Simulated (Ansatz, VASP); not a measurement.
GaSb in VASP and in Ansatz

Contents of INCAR:

```
SYSTEM = GaSb
PREC = Accurate
ENCUT = 520
EDIFF = 1E-6
ISMEAR = -1
SIGMA = 0.02
LREAL = .FALSE.
LASPH = .TRUE.
NELM = 80
ALGO = Normal
ISIF = 2
LWAVE = .FALSE.
LCHARG = .TRUE.
GGA = PE
LELF = .TRUE.
LVHAR = .TRUE.
NBANDS = 16
```

Contents of KPOINTS:

```
regular mesh
0
G
  8 8 8
  0 0 0
```

Contents of POSCAR:

```
GaSb
1.0
    0.0000000000      3.0658787979      3.1885139498
    3.0658787979      0.0000000000      3.1885139498
    3.0658787979      3.0658787979      0.0000000000
Ga Sb
1 1
Direct
    0.0000000000      0.0000000000      0.0000000000
    0.2500000000      0.2500000000      0.2500000000
```

Input for Ansatz:

```yaml
crystal:
  lattice:
    - [0.0, 3.0658787979, 3.1885139498]
    - [3.0658787979, 0.0, 3.1885139498]
    - [3.0658787979, 3.0658787979, 0.0]
  atoms:
    - { symbol: Ga, position: [0.0, 0.0, 0.0] }
    - { symbol: Sb, position: [0.25, 0.25, 0.25] }
kpoints:
  mp_grid: { grid: [8, 8, 8] }
  band_path:
    path:
      - [0.0, 0.0, 0.0]
      - [-0.5, -0.5, 0.0]
      - [-0.375, -0.375, 0.25]
      - [-0.375, 0.0, 0.375]
      - [0.0, 0.0, 0.5]
      - [-0.5, -0.25, 0.25]
      - [-0.017253, -0.017253, 0.0]
    npoints: 1
hamiltonian:
  xc: pbe
scf:
  occupations: { method: fermi_dirac, width: 0.02 }
  n_extra_bands: 4
output:
  forces: true
  stress: true
  eigenvalues: true
```

Change from the starting cell: uniaxial_z strain +4.0%.

Alike in both runs: task single point; functional PBE; k mesh 8 × 8 × 8; occupations fermi-dirac, width 0.02 eV; no spin polarisation.

```csv
,VASP,Ansatz
version,VASP 6.6.1,Ansatz 0.2.0
potentials or method,"VASP PAW PBE potentials, release 64 (Ga_d, Sb)","plane waves, PAW"
plane-wave cutoff (eV),520,420
valence electrons in the cell,18,28
```

VASP gave:

| Property | Result |
| --- | --- |
| pressure (GPa) | 0.1 |
| traceless stress, the component that is largest in VASP (GPa) | -1.16 |

Q: Estimate Ansatz's values.

A: Pressure (GPa): 0.0; traceless stress, the component that is largest in VASP (GPa): -1.17.

VASP's potentials hold 18 valence electrons a cell and Ansatz's 28, so a difference there can come from the potentials and not from the codes.

Spin-orbit coupling is off throughout.
